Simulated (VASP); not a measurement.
# Fe (Pm-3m) in VASP: a series of runs, part 4 of 4

VASP 6.6.1. The steps go on from the part before.

## Step 6: Single point, revPBE, collinear spin, ferromagnetic start (volume scaled by 0.92)

Contents of INCAR:

```
PREC = Accurate
ENCUT = 520
EDIFF = 1E-6
ISMEAR = -1
SIGMA = 0.05
LREAL = False
LASPH = True
NELM = 150
ALGO = Normal
ISIF = 2
LWAVE = False
LCHARG = True
ISPIN = 2
MAGMOM = 2.467
LORBIT = 11
LMAXMIX = 4
GGA = RE
LELF = True
LVHAR = True
NBANDS = 14
```

Contents of KPOINTS:

```
Automatic mesh
0
Gamma
  15 15 15
```

Contents of POSCAR:

```
Fe
1.0
    2.3259104458      0.0000000000      0.0000000000
    0.0000000000      2.3259104458      0.0000000000
    0.0000000000      0.0000000000      2.3259104458
Fe
1
Direct
    0.0000000000      0.0000000000      0.0000000000
```

Potentials or basis: VASP PAW PBE potentials, release 64 (Fe).

Command:

```console
> cat potpaw_PBE.64/Fe/POTCAR > POTCAR
> mpirun -np 1 vasp_std > vasp.out
```

OUTCAR:

```text
PREC = Accurate
   ENCUT = 520
   EDIFF = 1E-6
   ISMEAR = -1
   LREAL = False
   LASPH = True
   NELM = 150
   ISIF = 2
   ISPIN = 2
   LORBIT = 11
   GGA = RE

 ion  position               nearest neighbor table
   1  0.000  0.000  0.000-

  LATTYP: Found a simple cubic cell.
 ALAT       =     2.3259104458

  Lattice vectors:

 A1 = (   2.3259104458,   0.0000000000,   0.0000000000)
 A2 = (   0.0000000000,   2.3259104458,   0.0000000000)
 A3 = (   0.0000000000,   0.0000000000,   2.3259104458)

Analysis of symmetry for initial positions (statically):
=====================================================================
 Subroutine PRICEL returns:
 Original cell was already a primitive cell.

 Routine SETGRP: Setting up the symmetry group for a
 simple cubic supercell.

 Subroutine GETGRP returns: Found 48 space group operations
 (whereof 48 operations were pure point group operations)
 out of a pool of 48 trial point group operations.

The static configuration has the point symmetry O_h .

Analysis of symmetry for dynamics (positions and initial velocities):
=====================================================================
 Subroutine PRICEL returns:
 Original cell was already a primitive cell.

 Routine SETGRP: Setting up the symmetry group for a
 simple cubic supercell.

 Subroutine GETGRP returns: Found 48 space group operations
 (whereof 48 operations were pure point group operations)
 out of a pool of 48 trial point group operations.

The dynamic configuration has the point symmetry O_h .

Analysis of structural, dynamic, and magnetic symmetry:
=====================================================================
 Subroutine PRICEL returns:
 Original cell was already a primitive cell.

 Routine SETGRP: Setting up the symmetry group for a
 simple cubic supercell.

 Subroutine GETGRP returns: Found 48 space group operations
 (whereof 48 operations were pure point group operations)
 out of a pool of 48 trial point group operations.

The overall configuration has the point symmetry O_h .

 Subroutine INISYM returns: Found 48 space group operations
 (whereof 48 operations are pure point group operations),
 and found     1 'primitive' translations

----------------------------------------------------------------------------------------

                                     Primitive cell

  volume of cell :      12.5828

  direct lattice vectors                    reciprocal lattice vectors
     2.325910446  0.000000000  0.000000000     0.429939167  0.000000000  0.000000000
     0.000000000  2.325910446  0.000000000     0.000000000  0.429939167  0.000000000
     0.000000000  0.000000000  2.325910446     0.000000000  0.000000000  0.429939167

  length of vectors
     2.325910446  2.325910446  2.325910446     0.429939167  0.429939167  0.429939167

  position of ions in fractional coordinates (direct lattice)
     0.000000000  0.000000000  0.000000000

  ion indices of the primitive-cell ions
   primitive index   ion index
                 1           1

----------------------------------------------------------------------------------------

 KPOINTS: Automatic mesh

Automatic generation of k-mesh.
 Grid dimensions read from file:
 generate k-points for:   15   15   15

 Generating k-lattice:

  Cartesian coordinates                     Fractional coordinates (reciprocal lattice)
     0.028662611  0.000000000  0.000000000     0.066666667  0.000000000  0.000000000
[... 65 lines left out ...]
   ISIF   =      2    stress and relaxation
   ISYM   =      2    0-nonsym 1-usesym 2-fastsym
   POTIM  = 0.5000    time-step for ionic-motion
   TEBEG  =    0.0;   TEEND  =   0.0 temperature during run
   PSTRESS=    0.0 pullay stress
   NELECT =       8.0000    total number of electrons
   NUPDOWN=      -1.0000    fix difference up-down
   EMIN   =  10.00;   EMAX   =-10.00  energy-range for DOS
   EFERMI =   0.00;   METHOD = LEGACY
   ISMEAR =    -1;   SIGMA  =   0.05  broadening in eV -4-tet -1-fermi 0-gaus
   EFERMI_NEDOS =   21; number of points for ismear=-14 and -15
   IALGO  =     38    algorithm
   IMIX   =      4    mixing-type and parameters
     AMIX     =   0.40;   BMIX     =  1.00
     AMIX_MAG =   1.60;   BMIX_MAG =  1.00
  volume/ion in A,a.u.               =      12.58        84.91
  Fermi-wavevector in a.u.,A,eV,Ry     =   1.407706  2.660178 26.961782  1.981635
  Thomas-Fermi vector in A             =   2.529938
   LORBIT       =     11    0 simple, 1 ext, 2 COOP (PROOUT), +10 PAW based schemes
   GGA     = RE    functional components
   LHFCALC =     F    Hartree Fock is set to
   AEXX    =    0.0000 exact exchange contribution
   IVDW    =     0    specifies the selected vdW correction
   LEPSILON=     F    determine dielectric tensor
   LRPA    =     F    only Hartree local field effects (RPA)
 spin polarized calculation
  energy-cutoff  :      520.00
  volume of cell :       12.58
 maximum number of plane-waves:       350
 NGX is ok and might be reduce to    18
   NGX =  9   NGY =  9   NGZ =  9

 number of electron       7.9999994 magnetization       2.2975700

 Free energy of the ion-electron system (eV)
  ---------------------------------------------------
  ext. energy  EPLUGINS =         0.00000000
  ---------------------------------------------------
  free energy    TOTEN  =        -7.10000562 eV

  energy without entropy =       -7.09421418  energy(sigma->0) =       -7.09710990

 E-fermi :   5.1890     XC(G=0): -12.3777

 val. band max:        5.1708993323   @ k =   0.4000   0.3333   0.3333
 cond. band min:       5.1951810015   @ k =   0.4667   0.2000   0.2000
 fundamental gap:      0.0242816691
 Fermi energy:         5.1890248014

 spin component 1

 k-point     1 :       0.0000    0.0000    0.0000
  band No.  band energies     occupation
      1      -2.8279      1.00000
      2       1.1583      1.00000
      3       1.1583      1.00000
      4       4.7645      0.99979
      5       4.7645      0.99979
      6       4.7645      0.99979
      7      24.6445      0.00000
      8      24.6445      0.00000
      9      24.6445      0.00000
     10      28.6104      0.00000
     11      28.6104      0.00000
     12      33.2470      0.00000
     13      45.7866      0.00000
     14      45.7866      0.00000
[... 379 lines left out ...]
      3       2.7949      1.00000
      4       3.8298      1.00000
      5       4.4169      1.00000
      6       4.4264      1.00000
      7      13.7322      0.00000
      8      20.9924      0.00000
      9      29.3347      0.00000
     10      30.2518      0.00000
     11      30.9102      0.00000
     12      38.6936      0.00000
     13      39.5055      0.00000
     14      41.1279      0.00000

 [... further k-points ...]

 spin component 2

 k-point     1 :       0.0000    0.0000    0.0000
  band No.  band energies     occupation
      1      -2.5666      1.00000
      2       2.5777      1.00000
      3       2.5782      1.00000
      4       7.7966      0.00000
      5       7.7967      0.00000
      6       7.7974      0.00000
      7      25.2401      0.00000
      8      25.2401      0.00000
      9      25.2401      0.00000
     10      28.9906      0.00000
     11      28.9907      0.00000
     12      33.0826      0.00000
     13      46.1723      0.00000
     14      46.1723      0.00000
[... 379 lines left out ...]
      3       4.3229      1.00000
      4       6.4726      0.00000
      5       6.6926      0.00000
      6       7.3864      0.00000
      7      14.5595      0.00000
      8      21.6028      0.00000
      9      29.7997      0.00000
     10      30.9949      0.00000
     11      31.0823      0.00000
     12      38.9774      0.00000
     13      40.2207      0.00000
     14      41.3905      0.00000

 [... further k-points ...]
[... 5 lines left out ...]
  --------------------------------------------------------------------------------------
  -------------------------------------------------------------------------------------
  Total        0.8775185      0.8775185      0.8775185     -0.0000000      0.0000000      0.0000000
  in kB      111.7346610    111.7346610    111.7346610     -0.0000000      0.0000000      0.0000000
  external PRESSURE =     111.7346610 kB  Pullay stress =       0.0000000 kB

 VOLUME and BASIS-vectors are now :
 -----------------------------------------------------------------------------
  energy-cutoff  :      520.00
  volume of cell :       12.58
      direct lattice vectors                 reciprocal lattice vectors
     2.325910446  0.000000000  0.000000000     0.429939167  0.000000000  0.000000000
     0.000000000  2.325910446  0.000000000     0.000000000  0.429939167  0.000000000
     0.000000000  0.000000000  2.325910446     0.000000000  0.000000000  0.429939167

 POSITION                                       TOTAL-FORCE (eV/Angst)
 -----------------------------------------------------------------------------------
      0.00000      0.00000      0.00000         0.000000      0.000000      0.000000
 -----------------------------------------------------------------------------------
    total drift:                               -0.000000      0.000000     -0.000000

  FREE ENERGIE OF THE ION-ELECTRON SYSTEM (eV)
  ---------------------------------------------------
  free  energy   TOTEN  =        -7.1000056211 eV

  energy  without entropy=       -7.0942141753  energy(sigma->0) =       -7.09710990

 total charge

# of ion       s       p       d       tot
------------------------------------------
    1        0.515   0.444   6.311   7.270

 magnetization (x)

# of ion       s       p       d       tot
------------------------------------------
    1        0.001  -0.014   2.300   2.287
```

stdout:

```text
POSCAR found type information on POSCAR Fe
 POSCAR found :  1 types and       1 ions
 scaLAPACK will be used
 -----------------------------------------------------------------------------
|                                                                             |
|                                                                             |
|     You enforced a specific xc type in the INCAR file but a different       |
|     I HOPE YOU KNOW WHAT YOU ARE DOING!                                     |
|                                                                             |
 -----------------------------------------------------------------------------

 LDA part: xc-table for (Slater+PW92), standard interpolation
 POSCAR, INCAR and KPOINTS ok, starting setup
 FFT: planning ... GRIDC
 FFT: planning ... GRID_SOFT
 FFT: planning ... GRID
 WAVECAR not read
 entering main loop
```

It took 28 s on 1 thread of Intel Xeon Platinum 8259CL at 2.50GHz (Skylake/Cascade Lake), shared host; peak memory 0.15 GiB.

Results:

```
Free energy                                           : -7.1000 eV
Pressure                                              : 11.2 GPa
Net moment                                            : 2.30 μB per cell
Site moments                                          : Fe +2.29 μB
Valence electrons inside the program's atomic spheres : Fe 7.27
```

Caveat: the PAW data sets were made with another functional, which shifts forces and pressure a little.

## Step 7: The runs side by side

| task | spin | cell | k mesh | cutoff (eV) | smearing | gap on the mesh (eV) | pressure (GPa) | moment (μB) |
| --- | --- | --- | --- | --- | --- | --- | --- | --- |
| relaxation of cell and atoms | off | relaxed from a = 2.334 Å, 1 atom | 13 × 13 × 13 | 600 | fermi-dirac 0.1 eV | none | -0.1 | - |
| single point | off | a = 2.283 Å, 1 atom | 22 × 22 × 22 | 520 | fermi-dirac 0.1 eV | none | -0.8 | - |
| single point | collinear, ferromagnetic start | a = 2.391 Å, 1 atom | 13 × 13 × 13 | 520 | fermi-dirac 0.05 eV | none | -0.3 | 2.47 |
| single point | collinear, ferromagnetic start | a = 2.292 Å, 1 atom | 15 × 15 × 15 | 520 | fermi-dirac 0.05 eV | none | 19.6 | 2.24 |
| single point | collinear, ferromagnetic start | a = 2.326 Å, 1 atom | 15 × 15 × 15 | 520 | fermi-dirac 0.05 eV | none | 11.2 | 2.30 |

Alike in all rows: level revPBE; potentials or basis VASP PAW PBE potentials, release 64 (Fe).

Caveats: the PAW data sets were made with another functional, which shifts forces and pressure a little.

Total energies depend on the potentials used, so only differences within one code and one set of settings carry meaning.
